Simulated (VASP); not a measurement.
A run of VASP 6.6.1 is set up as follows.

File INCAR:

```
PREC = Accurate
ENCUT = 500
EDIFF = 1E-7
ISMEAR = 0
SIGMA = 0.1
LREAL = F
LASPH = T
NELM = 120
ALGO = Normal
ISIF = 3
LWAVE = F
LCHARG = F
GGA = PE
IBRION = 2
NSW = 90
EDIFFG = -0.04
GGA_COMPAT = F
NELMIN = 4
```

Contents of KPOINTS:

```
Automatic mesh
0
Gamma
  6 6 4
```

Contents of POSCAR:

```
BSe
1.0
    3.6490453061      0.0000000000      0.0000000000
   -1.8245226531      3.1601659346      0.0000000000
    0.0000000000      0.0000000000      5.2129223030
B Se
2 2
Direct
    0.0000000000      0.0000000000      0.0000000000
    0.0000000000      0.0000000000      0.5000000000
    0.3333333333      0.6666666667      0.2500000000
    0.6666666667      0.3333333333      0.7500000000
```

Potentials or basis: VASP PAW PBE potentials, release 64 (B, Se).

Command:

```sh
$ cat potpaw_PBE.64/B/POTCAR potpaw_PBE.64/Se/POTCAR > POTCAR
$ mpirun -np 1 vasp_std > vasp.out
```

Question: Estimate the space group after relaxing (to 0.1 Å).

Answer: P6_3/mmc (No. 194).

Question: Predict the relaxed volume.

Answer: 13.44 Å³/atom.

Question: Estimate the relaxed cell.

Answer: a = 3.283 Å, b = 3.283 Å, c = 5.762 Å, α = 90.00°, β = 90.00°, γ = 120.00°.

Question: Estimate the band gap on the k mesh.

Answer: Zero (bands 9 and 10 overlap by 3.63 eV).

Stress tensor (GPa, compression positive):
```
0.09 0.00 0.00
0.00 0.09 0.00
0.00 0.00 0.48
```
